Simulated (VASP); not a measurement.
Wanted: the native input for a VASP 6.6.1 run.

- Task: single point
- Functional: PBE
- Potentials or basis: VASP PAW PBE potentials, release 64 (Ru_pv)
- Cutoff: 520 eV
- k mesh: 26 × 26 × 26
- Occupations: gaussian, width 0.1 eV
- Spin: no spin polarisation
- Dipole correction: no
- Further INCAR settings: ALGO = Normal; EDIFF = 1e-06; NBANDS = 13

The structure of Ru lies in POSCAR:

```
Ru
1.0
   -1.5266043947      1.5266043947      1.5266043947
    1.5266043947     -1.5266043947      1.5266043947
    1.5266043947      1.5266043947     -1.5266043947
Ru
1
Direct
    0.0000000000      0.0000000000      0.0000000000
```

This isn't the form of Ru at room conditions, which is hcp.

These files were run (other wordings do the same):

INCAR

```
ALGO     = Normal         # electronic algorithm
EDIFF    = 1E-6           # SCF threshold, eV
ENCUT    = 520            # plane-wave cutoff, eV
GGA      = PE             # functional
ISIF     = 2              # what is computed and relaxed
ISMEAR   = 0              # smearing method
LASPH    = T              # aspherical terms in the spheres
LCHARG   = F              # write CHGCAR
LREAL    = F              # projectors in reciprocal space
LWAVE    = F              # write WAVECAR
NBANDS   = 13             # bands
NELM     = 100            # most SCF steps
PREC     = Accurate       # precision mode
SIGMA    = 0.1            # smearing width, eV
```

KPOINTS

```
k-points
0
Gamma
  26 26 26
```

Potentials or basis: VASP PAW PBE potentials, release 64 (Ru_pv).

Run with:

```console
$ cat potpaw_PBE.64/Ru_pv/POTCAR > POTCAR
$ mpirun -np 1 vasp_std > vasp.out
```

It gave:

The pressure is -0.1 GPa and the band gap on the k mesh is zero (bands 7 and 8 overlap by 3.51 eV).

Wall time 48 s on 1 thread of AMD EPYC 7R13 Processor (Zen 3), on a shared host, peak memory 0.17 GiB.
